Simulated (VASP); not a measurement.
# RbBr (I4/mmm) in VASP: single point with HSE06

Aim: the single point of RbBr with HSE06.

Program: VASP 6.6.1. These are calculated values, not measurements. Logs are shortened: lines on timing, memory, paths and dates and some standing lists are left out, and cuts for length are marked.

## Step 1: The cell of the first run

It takes space group I4/mmm (No. 139, tetragonal). Conventional cell: a = 5.090 Å, b = 5.090 Å, c = 6.865 Å, α = 90.00°, β = 90.00°, γ = 90.00°. Rb (site symmetry 4/mmm) has 6 Br at 3.43 to 3.60 Å within 4.5 Å. Within 4.5 Å of Br (site symmetry 4/mmm) lie 6 Rb at 3.43 to 3.60 Å.

## Step 2: Single point, HSE06 (epitaxial xy strain +4.0%)

The input, POSCAR:

```
RbBr
1.0
    0.0000000000      3.5992590936      3.4324692902
    3.5992590936      0.0000000000      3.4324692902
    3.5992590936      3.5992590936      0.0000000000
Rb Br
1 1
Direct
    0.0000000000      0.0000000000      0.0000000000
    0.5000000000      0.5000000000      0.5000000000
```

The input, INCAR.step1:

```
SYSTEM = RbBr
ALGO     = Normal         ! electronic algorithm
EDIFF    = 1E-5           ! SCF threshold, eV
ENCUT    = 520            ! plane-wave cutoff, eV
GGA      = PE             ! functional
ISIF     = 2              ! what is computed and relaxed
ISMEAR   = 0              ! smearing method
LASPH    = .True.         ! aspherical terms in the spheres
LCHARG   = .False.        ! write CHGCAR
LREAL    = .False.        ! projectors in reciprocal space
LWAVE    = .True.         ! write WAVECAR
NBANDS   = 15             ! bands
NELM     = 60             ! most SCF steps
PREC     = Accurate       ! precision mode
SIGMA    = 0.01           ! smearing width, eV
```

The input, INCAR.step2:

```
SYSTEM = RbBr
ALGO     = Normal         ! electronic algorithm
EDIFF    = 1E-6           ! SCF threshold, eV
ENCUT    = 520            ! plane-wave cutoff, eV
GGA      = PE             ! functional
HFSCREEN = 0.2079         ! screening, 1/A
ISIF     = 2              ! what is computed and relaxed
ISMEAR   = 0              ! smearing method
ISTART   = 1            
LASPH    = .True.         ! aspherical terms in the spheres
LCHARG   = .False.        ! write CHGCAR
LHFCALC  = .True.         ! exact exchange
LREAL    = .False.        ! projectors in reciprocal space
LWAVE    = .False.        ! write WAVECAR
NBANDS   = 15             ! bands
NELM     = 60             ! most SCF steps
PREC     = Accurate       ! precision mode
PRECFOCK = Normal       
SIGMA    = 0.01           ! smearing width, eV
```

The input, KPOINTS:

```
k-points
0
Gamma
  4 4 4
  0 0 0
```

Potentials or basis: VASP PAW PBE potentials, release 64 (Rb_sv, Br).

Launch:

```
> cat potpaw_PBE.64/Rb_sv/POTCAR potpaw_PBE.64/Br/POTCAR > POTCAR
> cp INCAR.step1 INCAR
> mpirun -np 1 vasp_std > vasp.out
> cp INCAR.step2 INCAR
> mpirun -np 1 vasp_std > vasp.out
```

OUTCAR:

```text
SYSTEM = RbBr
   EDIFF = 1E-6
   ENCUT = 520
   GGA = PE
   HFSCREEN = 0.2079
   ISIF = 2
   ISMEAR = 0
   ISTART = 1
   LASPH = .True.
   LHFCALC = .True.
   LREAL = .False.
   NELM = 60
   PREC = Accurate
   PRECFOCK = Normal

 ion  position               nearest neighbor table
   1  0.000  0.000  0.000-   2 3.43   2 3.43   2 3.60   2 3.60   2 3.60   2 3.60
   2  0.500  0.500  0.500-   1 3.43   1 3.43   1 3.60   1 3.60   1 3.60   1 3.60

  LATTYP: Found a body centered tetragonal cell.
 ALAT       =     5.0901210247
 C/A-ratio  =     1.3486788521

  Lattice vectors:

 A1 = (   0.0000000000,  -3.5992590936,  -3.4324692902)
 A2 = (   0.0000000000,   3.5992590936,  -3.4324692902)
 A3 = (   3.5992590936,   0.0000000000,   3.4324692902)

Analysis of symmetry for initial positions (statically):
=====================================================================
 Subroutine PRICEL returns:
 Original cell was already a primitive cell.

 Routine SETGRP: Setting up the symmetry group for a
 body centered tetragonal supercell.

 Subroutine GETGRP returns: Found 16 space group operations
 (whereof 16 operations were pure point group operations)
 out of a pool of 16 trial point group operations.

The static configuration has the point symmetry D_4h.

Analysis of symmetry for dynamics (positions and initial velocities):
=====================================================================
 Subroutine PRICEL returns:
 Original cell was already a primitive cell.

 Routine SETGRP: Setting up the symmetry group for a
 body centered tetragonal supercell.

 Subroutine GETGRP returns: Found 16 space group operations
 (whereof 16 operations were pure point group operations)
 out of a pool of 16 trial point group operations.

The dynamic configuration has the point symmetry D_4h.

 Subroutine INISYM returns: Found 16 space group operations
 (whereof 16 operations are pure point group operations),
 and found     1 'primitive' translations

----------------------------------------------------------------------------------------

                                     Primitive cell

  volume of cell :      88.9330

  direct lattice vectors                    reciprocal lattice vectors
     0.000000000  3.599259094  3.432469290    -0.138917479  0.138917479  0.145667727
     3.599259094  0.000000000  3.432469290     0.138917479 -0.138917479  0.145667727
     3.599259094  3.599259094  0.000000000     0.138917479  0.138917479 -0.145667727

  length of vectors
     4.973581351  4.973581351  5.090121025     0.244571500  0.244571500  0.244571500

  position of ions in fractional coordinates (direct lattice)
     0.000000000  0.000000000  0.000000000
     0.500000000  0.500000000  0.500000000

  ion indices of the primitive-cell ions
   primitive index   ion index
                 1           1
                 2           2

----------------------------------------------------------------------------------------

 KPOINTS: k-points

Automatic generation of k-mesh.
 Grid dimensions read from file:
 generate k-points for:    4    4    4

 Generating k-lattice:

  Cartesian coordinates                     Fractional coordinates (reciprocal lattice)
    -0.034729370  0.034729370  0.036416932     0.250000000  0.000000000  0.000000000
     0.034729370 -0.034729370  0.036416932     0.000000000  0.250000000  0.000000000
     0.034729370  0.034729370 -0.036416932     0.000000000  0.000000000  0.250000000

  Length of vectors
     0.061142875  0.061142875  0.061142875

  Shift w.r.t. Gamma in fractional coordinates (k-lattice)
     0.000000000  0.000000000  0.000000000

 Subroutine IBZKPT returns following result:
 ===========================================

 Found     13 irreducible k-points:

 Following reciprocal coordinates:
            Coordinates               Weight
  0.000000  0.000000  0.000000      1.000000
  0.250000 -0.000000  0.000000      8.000000
  0.500000 -0.000000  0.000000      4.000000
  0.250000  0.250000  0.000000      2.000000
  0.500000  0.250000  0.000000      8.000000
 -0.250000  0.250000  0.000000      4.000000
  0.500000  0.500000  0.000000      1.000000
  0.250000  0.000000  0.250000      4.000000
  0.500000  0.000000  0.250000     16.000000
 -0.250000  0.000000  0.250000      8.000000
 -0.250000  0.500000  0.250000      4.000000
  0.500000  0.000000  0.500000      2.000000
 -0.250000  0.250000  0.500000      2.000000
   k-points           NKPTS =     13   k-points in BZ     NKDIM =     64   number of bands    NBANDS=     15
   number of dos      NEDOS =    301   number of ions     NIONS =      2
   total plane-waves  NPLWV =  64000
   dimension x,y,z NGX =    40 NGY =   40 NGZ =   40
   dimension x,y,z NGXF=    80 NGYF=   80 NGZF=   80
   ions per type =               1   1
   NGX,Y,Z   is equivalent  to a cutoff of  13.37, 13.37, 13.06 a.u.
   NGXF,Y,Z  is equivalent  to a cutoff of  26.74, 26.74, 26.13 a.u.
 SYSTEM =  RbBr
   PREC   = accura    normal or accurate (medium, high low for compatibility)
   ISTART =      1    job   : 0-new  1-cont  2-samecut
   ICHARG =      0    charge: 1-file 2-atom 10-const
   ISPIN  =      1    spin polarized calculation?
   LNONCOLLINEAR =      F non collinear calculations
   LSORBIT =      F    spin-orbit coupling
   LASPH  =      T    aspherical Exc in radial PAW
   ENCUT  =  520.0 eV  38.22 Ry    6.18 a.u.   9.25  9.25  9.46*2*pi/ulx,y,z
   NELM   =     60;   NELMIN=  2; NELMDL=  0     # of ELM steps
   EDIFF  = 0.1E-05   stopping-criterion for ELM
   LREAL  =      F    real-space projection
   EDIFFG = 0.1E-04   stopping-criterion for IOM
   NSW    =      0    number of steps for IOM
   IBRION =     -1    ionic relax: 0-MD 1-quasi-New 2-CG
   NFREE  =      0    steps in history (QN), initial steepest desc. (CG)
   ISIF   =      2    stress and relaxation
   ISYM   =      3    0-nonsym 1-usesym 2-fastsym
   POTIM  = 0.5000    time-step for ionic-motion
   TEBEG  =    0.0;   TEEND  =   0.0 temperature during run
   PSTRESS=    0.0 pullay stress
   NELECT =      16.0000    total number of electrons
   NUPDOWN=      -1.0000    fix difference up-down
   EMIN   =  10.00;   EMAX   =-10.00  energy-range for DOS
   EFERMI =   0.00;   METHOD = LEGACY
   ISMEAR =     0;   SIGMA  =   0.01  broadening in eV -4-tet -1-fermi 0-gaus
   EFERMI_NEDOS =   21; number of points for ismear=-14 and -15
   IALGO  =     38    algorithm
   IMIX   =      1    mixing-type and parameters
     AMIX     =   0.40;   BMIX     =  1.00
     AMIX_MAG =   1.60;   BMIX_MAG =  1.00
  volume/ion in A,a.u.               =      44.47       300.07
  Fermi-wavevector in a.u.,A,eV,Ry     =   0.924188  1.746463 11.621066  0.854124
  Thomas-Fermi vector in A             =   2.049907
   LORBIT       =      0    0 simple, 1 ext, 2 COOP (PROOUT), +10 PAW based schemes
   GGA     = PE    functional components
   LHFCALC =     T    Hartree Fock is set to
   PRECFOCK=normal    Normal, Fast or Accurate (Low or Medium for compatibility)
   ENCUT4O =  -1.0   cutoff for four orbital integrals eV
   NKREDX  =     1    reduce k-point grid by
   NKREDY  =     1    reduce k-point grid by
   NKREDZ  =     1    reduce k-point grid by
   AEXX    =    0.2500 exact exchange contribution
   HFSCREEN=    0.2079 screening length (either q_TF or 0.3 A-1)
   HFSCREENC=   0.2079 screening length for correlation (either q_TF or 0.3 A-1)
   ENCUTFOCK=  -1.0 apply spherical cutoff to Coloumb kernel
   IVDW    =     0    specifies the selected vdW correction
   LEPSILON=     F    determine dielectric tensor
   LRPA    =     F    only Hartree local field effects (RPA)
 non-spin polarized calculation
 Gauss-broadening in eV      SIGMA  =   0.01
  energy-cutoff  :      520.00
  volume of cell :       88.93
 maximum number of plane-waves:      2413
 NGX is ok and might be reduce to    40
  NGX = 28; NGY = 28; NGZ = 30

 number of electron      16.0000001 magnetization

 Free energy of the ion-electron system (eV)
  ---------------------------------------------------
  ext. energy  EPLUGINS =         0.00000000
  ---------------------------------------------------
  free energy    TOTEN  =        -7.05930118 eV

  energy without entropy =       -7.05930118  energy(sigma->0) =       -7.05930118

 E-fermi :  -2.8313     XC(G=0):  -5.7652

 val. band max:       -2.9464563166   @ k =   0.0000   0.0000   0.0000
 cond. band min:       2.2899228520   @ k =   0.0000   0.0000   0.0000
 fundamental gap:      5.2363791686
 Fermi energy:        -2.8313136431

 k-point     1 :       0.0000    0.0000    0.0000
  band No.  band energies     occupation
      1     -29.2789      2.00000
      2     -16.0754      2.00000
      3     -12.1907      2.00000
      4     -12.1864      2.00000
      5     -12.1864      2.00000
      6      -2.9771      2.00000
      7      -2.9771      2.00000
      8      -2.9465      2.00000
      9       2.2899      0.00000
     10       5.4333      0.00000
     11       5.4333      0.00000
     12       5.6945      0.00000
     13       6.2981      0.00000
     14       6.5659      0.00000
     15       8.8815      0.00000

 k-point     2 :       0.2500   -0.0000    0.0000
  band No.  band energies     occupation
      1     -29.2758      2.00000
      2     -16.0876      2.00000
      3     -12.1921      2.00000
      4     -12.1894      2.00000
      5     -12.1644      2.00000
      6      -3.4404      2.00000
      7      -3.1169      2.00000
      8      -3.1146      2.00000
      9       3.4577      0.00000
     10       5.2845      0.00000
     11       6.1374      0.00000
     12       6.2700      0.00000
     13       7.0411      0.00000
     14       7.3763      0.00000
     15      10.2197      0.00000
[... 167 lines left out ...]
      3     -12.3123      2.00000
      4     -12.2459      2.00000
      5     -12.2255      2.00000
      6      -3.4525      2.00000
      7      -3.1166      2.00000
      8      -3.1054      2.00000
      9       3.8832      0.00000
     10       5.0299      0.00000
     11       6.8475      0.00000
     12       7.4293      0.00000
     13       7.5131      0.00000
     14       8.8099      0.00000
     15       9.1395      0.00000

 k-point    13 :      -0.2500    0.2500    0.5000
  band No.  band energies     occupation
      1     -29.2713      2.00000
      2     -16.0595      2.00000
      3     -12.2684      2.00000
      4     -12.2684      2.00000
      5     -12.1460      2.00000
      6      -3.4458      2.00000
      7      -3.3141      2.00000
      8      -3.3141      2.00000
      9       5.2714      0.00000
     10       5.2714      0.00000
     11       6.1145      0.00000
     12       6.5152      0.00000
     13       8.8713      0.00000
     14       9.2221      0.00000
     15       9.3620      0.00000

------------------------ aborting loop because EDIFF is reached ----------------------------------------

  FORCE on cell =-STRESS in cart. coord.  units (eV):
  Direction    XX          YY          ZZ          XY          YZ          ZX
  --------------------------------------------------------------------------------------
  -------------------------------------------------------------------------------------
  Total       -0.4309406     -0.4309406      0.1232588      0.0000000      0.0000000      0.0000000
  in kB       -7.7636352     -7.7636352      2.2205763      0.0000000      0.0000000      0.0000000
  external PRESSURE =      -4.4355647 kB  Pullay stress =       0.0000000 kB

 VOLUME and BASIS-vectors are now :
 -----------------------------------------------------------------------------
  energy-cutoff  :      520.00
  volume of cell :       88.93
      direct lattice vectors                 reciprocal lattice vectors
     0.000000000  3.599259094  3.432469290    -0.138917479  0.138917479  0.145667727
     3.599259094  0.000000000  3.432469290     0.138917479 -0.138917479  0.145667727
     3.599259094  3.599259094  0.000000000     0.138917479  0.138917479 -0.145667727

 POSITION                                       TOTAL-FORCE (eV/Angst)
 -----------------------------------------------------------------------------------
      0.00000      0.00000      0.00000         0.000000     -0.000000      0.000000
      3.59926      3.59926      3.43247        -0.000000      0.000000      0.000000
 -----------------------------------------------------------------------------------
    total drift:                                0.000000      0.000000      0.000000

  FREE ENERGIE OF THE ION-ELECTRON SYSTEM (eV)
  ---------------------------------------------------
  free  energy   TOTEN  =        -7.0593011846 eV

  energy  without entropy=       -7.0593011846  energy(sigma->0) =       -7.05930118
```

It took 13 min on 1 thread of Intel Xeon Platinum 8259CL at 2.50GHz (Skylake/Cascade Lake), shared host; peak memory 0.35 GiB.

Results:

```
Free energy            : -7.0593 eV
Pressure               : -0.4 GPa
Band gap on the k mesh : 5.24 eV
```

Caveat: the cell differs from its parent crystal (epitaxial xy strain +4.0%); the PAW data sets were made with another functional, which shifts forces and pressure a little.
